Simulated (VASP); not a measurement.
Write the native input for VASP 6.6.1 that does the following.

| Property | Result |
| --- | --- |
| Task | single point |
| Functional | PBE |
| Potentials or basis | VASP PAW PBE potentials, release 64 (Be, S) |
| Cutoff | 520 eV |
| k mesh | 13 × 13 × 13 |
| Occupations | fermi-dirac, width 0.08 eV |
| Spin | no spin polarisation |
| Dipole correction | no |
| Further INCAR settings | ALGO = Normal; EDIFF = 1e-07; NBANDS = 11 |

The structure of BeS (rocksalt type) lies in POSCAR:

```
BeS
1.0
    0.0000000000      2.3144614809      2.3144614809
    2.3144614809      0.0000000000      2.3144614809
    2.3144614809      2.3144614809      0.0000000000
Be S
1 1
Direct
    0.0000000000      0.0000000000      0.0000000000
    0.5000000000      0.5000000000      0.5000000000
```

These files were run (other wordings do the same):

INCAR

```
ALGO = Normal
EDIFF = 1E-7
ENCUT = 520
GGA = PE
ISIF = 2
ISMEAR = -1
LASPH = True
LCHARG = True
LELF = True
LREAL = False
LVHAR = True
LWAVE = False
NBANDS = 11
NELM = 100
PREC = Accurate
SIGMA = 0.08
```

KPOINTS

```
k-points
0
Gamma
  13 13 13
```

Potentials or basis: VASP PAW PBE potentials, release 64 (Be, S).

Command:

```console
$ cat potpaw_PBE.64/Be/POTCAR potpaw_PBE.64/S/POTCAR > POTCAR
$ mpirun -np 1 vasp_std > vasp.out
```

Results of the run:

- Pressure: -0.1 GPa
- Band gap on the k mesh: 1.02 eV, indirect (least direct gap 4.18 eV)

Run time: 17 s on 1 thread of Intel(R) Xeon(R) Platinum 8259CL CPU @ 2.50GHz (Skylake/Cascade Lake) (shared host), peak memory 0.14 GiB.
